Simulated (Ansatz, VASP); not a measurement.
## One calculation of MoS2, two programs

```
Mo S
1.0
     6.32255    0.00000    0.00000
    -3.16128    5.47549    0.00000
     0.00000    0.00000   12.38429
Mo S
8 16
Direct
  0.16667 0.33333 0.25000
  0.33333 0.16667 0.75000
  0.16667 0.83333 0.25000
  0.33333 0.66667 0.75000
  0.66667 0.33333 0.25000
  0.83333 0.16667 0.75000
  0.66667 0.83333 0.25000
  0.83333 0.66667 0.75000
  0.16667 0.33333 0.62362
  0.33333 0.16667 0.12362
  0.16667 0.33333 0.87638
  0.33333 0.16667 0.37638
  0.16667 0.83333 0.62362
  0.33333 0.66667 0.12362
  0.16667 0.83333 0.87638
  0.33333 0.66667 0.37638
  0.66667 0.33333 0.62362
  0.83333 0.16667 0.12362
  0.66667 0.33333 0.87638
  0.83333 0.16667 0.37638
  0.66667 0.83333 0.62362
  0.83333 0.66667 0.12362
  0.66667 0.83333 0.87638
  0.83333 0.66667 0.37638
```

Alike in both runs: task single point; functional PBE; dispersion D3(BJ); k mesh 4 × 4 × 2; no spin polarisation.

|  | VASP | Ansatz |
| --- | --- | --- |
| version | VASP 6.6.1 | Ansatz 0.2.0 |
| potentials or method | VASP PAW PBE potentials, release 64 (Mo_sv, S), cutoff 520 eV | scalar-relativistic, plane waves, PAW |
| occupations | gaussian, width 0.01 eV | fixed |
| valence electrons in the cell | 208 | 208 |

```tsv
	VASP	Ansatz	Ansatz less VASP
gap on the k mesh at the Fermi level (eV)	1.03	1.01	-0.015
least direct gap on the mesh (eV)	1.67	1.65	-0.018
rms of the force components (eV/Å)	0.006	0.001	-0.0044
```
